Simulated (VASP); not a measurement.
Write the native input for VASP 6.6.1 that does the following.

* Task: single point
* Functional: LDA
* Potentials or basis: VASP PAW LDA potentials, release 64 (K_sv, Ta_pv, O)
* Cutoff: 520 eV
* k mesh: 5 × 5 × 5
* Occupations: fermi-dirac, width 0.01 eV
* Spin: no spin polarisation
* Dipole correction: no
* Further INCAR settings: ALGO = Normal; EDIFF = 1e-07; NBANDS = 27

The structure of KTaO3 lies in POSCAR:

```
KTaO3
1.0
    3.9484170000      0.0000000000      0.0000000000
    0.0000000000      3.9484170000      0.0000000000
    0.0000000000      0.0000000000      3.9883000000
K Ta O
1 1 3
Direct
    0.5000000000      0.5000000000      0.5000000000
    0.0000000000      0.0000000000      0.0000000000
    0.5000000000      0.0000000000      0.0000000000
    0.0000000000      0.5000000000      0.0000000000
    0.0000000000      0.0000000000      0.5000000000
```

This cell differs from its parent crystal: equal xx and yy strain of -1 %.

The input as run:

INCAR

```
PREC = Accurate
ENCUT = 520
EDIFF = 1E-7
ISMEAR = -1
SIGMA = 0.01
LREAL = F
LASPH = T
NELM = 80
ALGO = Normal
ISIF = 2
LWAVE = F
LCHARG = F
GGA = CA
NBANDS = 27
```

KPOINTS

```
regular mesh
0
Gamma
  5 5 5
```

Potentials or basis: VASP PAW LDA potentials, release 64 (K_sv, Ta_pv, O).

Launch:

```sh
$ cat potpaw_LDA.64/K_sv/POTCAR potpaw_LDA.64/Ta_pv/POTCAR potpaw_LDA.64/O/POTCAR > POTCAR
$ mpirun -np 1 vasp_std > vasp.out
```

Results of the run:

| Item | Value |
| --- | --- |
| Pressure | -0.2 GPa |
| Band gap on the k mesh | 2.17 eV (least direct gap 2.66 eV) |

Caveat: the cell differs from its parent crystal (equal xx and yy strain of -1 %); spin-orbit coupling is left out, which moves the levels of the heavy elements; an odd mesh through Γ misses points on the zone boundary, where band edges can lie.

Wall time 42 s on 1 thread of Intel Xeon 8259CL (shared host), peak memory 0.16 GiB.
